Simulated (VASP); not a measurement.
A run of VASP 6.6.1 is set up as follows.

File INCAR:

```
SYSTEM = BN
  PREC = Accurate
  ENCUT = 520
  EDIFF = 1E-7
  ISMEAR = 0
  SIGMA = 0.01
  LREAL = .False.
  LASPH = .True.
  NELM = 100
  ALGO = Normal
  ISIF = 2
  LWAVE = .False.
  LCHARG = .False.
  GGA = PE
  NBANDS = 11
```

KPOINTS

```
Automatic mesh
0
Gamma
  10 10 10
  0 0 0
```

File POSCAR:

```
BN
1.0
    0.0000000000      1.8770866178      1.8770866178
    1.8770866178      0.0000000000      1.8770866178
    1.8770866178      1.8770866178      0.0000000000
B N
1 1
Direct
    0.0000000000      0.0000000000      0.0000000000
    0.2500000000      0.2500000000      0.2500000000
```

Potentials or basis: VASP PAW PBE potentials, release 64 (B, N).

The run is started by

```console
$ cat potpaw_PBE.64/B/POTCAR potpaw_PBE.64/N/POTCAR > POTCAR
$ mpirun -np 1 vasp_std > vasp.out
```

**Question.** Estimate the pressure.

**Answer.** -32.2 GPa.

**Question.** Estimate the band gap on the k mesh.

**Answer.** 4.33 eV, indirect (least direct gap 8.28 eV).

A k mesh can miss the band edges.
